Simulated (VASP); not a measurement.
A run of VASP 6.6.1:

File INCAR:

```
SYSTEM = ScAl3
  PREC = Accurate
  ENCUT = 520
  EDIFF = 1E-7
  ISMEAR = -1
  SIGMA = 0.1
  LREAL = .FALSE.
  LASPH = .TRUE.
  NELM = 100
  ALGO = Normal
  ISIF = 2
  LWAVE = .FALSE.
  LCHARG = .FALSE.
  GGA = PE
  IVDW = 13
  NBANDS = 18
```

The input KPOINTS:

```
regular mesh
0
G
  5 5 5
  0 0 0
```

File POSCAR:

```
ScAl3
1.0
    4.0878070000      0.0000000000      0.0000000000
    0.0000000000      4.0878070000      0.0000000000
    0.0000000000      0.0000000000      4.0878070000
Sc Al
1 3
Direct
    0.0000000000      0.0000000000      0.0000000000
    0.5000000000      0.0000000000      0.5000000000
    0.0000000000      0.5000000000      0.5000000000
    0.5000000000      0.5000000000      0.0000000000
```

Potentials or basis: VASP PAW PBE potentials, release 64 (Sc_sv, Al).

Launch:

```bash
$ cat potpaw_PBE.64/Sc_sv/POTCAR potpaw_PBE.64/Al/POTCAR > POTCAR
$ mpirun -np 1 vasp_std > vasp.out
```

Hardware: 1 thread of Intel Xeon 8259CL, with other jobs on the host.

Problem. Estimate the wall time of this run.

Solution. Wall time 24 s on 1 thread of Intel Xeon 8259CL, with other jobs on the host, peak memory 0.17 GiB. Counts: scf iterations 14, k points 10.
